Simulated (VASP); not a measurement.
Wanted: the native input for a VASP 6.6.1 run.

```yaml
Task: single point
Functional: PBE
Potentials_or_basis: VASP PAW PBE potentials, release 64 (In_d, O)
Cutoff: 520 eV
k_mesh: 6 × 6 × 4
Occupations: gaussian, width 0.1 eV
Spin: no spin polarisation
Dipole_correction: no
Further_INCAR_settings: ALGO = Normal; EDIFF = 1e-06; NBANDS = 30
```

The structure of In3O lies in POSCAR:

```
In3O
1.0
    5.2267381632      0.0000000000      0.0000000000
   -2.6133690816      4.5264880283      0.0000000000
    0.0000000000      0.0000000000      4.3761370944
In O
3 1
Direct
    0.3333333333      0.6666666667      0.0000000000
    0.6666666667      0.3333333333      0.0000000000
    0.0000000000      0.0000000000      0.5000000000
    0.0000000000      0.0000000000      0.0000000000
```

These files were run (other wordings do the same):

INCAR

```
ALGO = Normal
EDIFF = 1E-6
ENCUT = 520
GGA = PE
ISIF = 2
ISMEAR = 0
LASPH = True
LCHARG = True
LELF = True
LREAL = False
LVHAR = True
LWAVE = False
NBANDS = 30
NELM = 100
PREC = Accurate
SIGMA = 0.1
```

KPOINTS

```
k-points
0
Gamma
  6 6 4
```

Potentials or basis: VASP PAW PBE potentials, release 64 (In_d, O).

The run is started by

```sh
$ cat potpaw_PBE.64/In_d/POTCAR potpaw_PBE.64/O/POTCAR > POTCAR
$ mpirun -np 1 vasp_std > vasp.out
```

Results of the run:

```json
{"Pressure": "0.1 GPa"}
```

Caveat: an odd number of electrons without spin polarisation forces a metal; a magnetic or distorted state may lie lower.

It took 84 s on 1 thread of Intel(R) Xeon(R) Platinum 8259CL CPU @ 2.50GHz (Skylake/Cascade Lake), with other jobs on the host, peak memory 0.25 GiB.
